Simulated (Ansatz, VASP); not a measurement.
One calculation of P, two programs

```
P
1.0
     0.00000    4.31274    4.31274
     4.31274    0.00000    4.31274
     4.31274    4.31274    0.00000
P
8
Direct
  0.86572 0.86572 0.86572
  0.86572 0.86572 0.40285
  0.86572 0.40285 0.86572
  0.40285 0.86572 0.86572
  0.13428 0.13428 0.59715
  0.13428 0.13428 0.13428
  0.13428 0.59715 0.13428
  0.59715 0.13428 0.13428
```

Alike in both runs: functional PBE; k mesh 8 × 8 × 8; occupations gaussian, width 0.1 eV; no spin polarisation.

Ansatz relaxed the structure, and its values are those at the end. VASP's run is a single point on that final structure, the one shown.

```csv
,VASP,Ansatz
version,VASP 6.6.1,Ansatz 0.2.0
potentials or method,"VASP PAW PBE potentials, release 64 (P), cutoff 500 eV","scalar-relativistic, plane waves, PAW"
valence electrons in the cell,40,40
```

|  | VASP | Ansatz | Ansatz less VASP |
| --- | --- | --- | --- |
| gap on the k mesh at the Fermi level (eV) | none | none | - |
| pressure (GPa) | -0.2 | 0.0 | +0.21 |
| rms of the force components (eV/Å) | 0.034 | 0.001 | -0.0332 |

A gap of «none» marks a metal or a gap that the smearing closes.
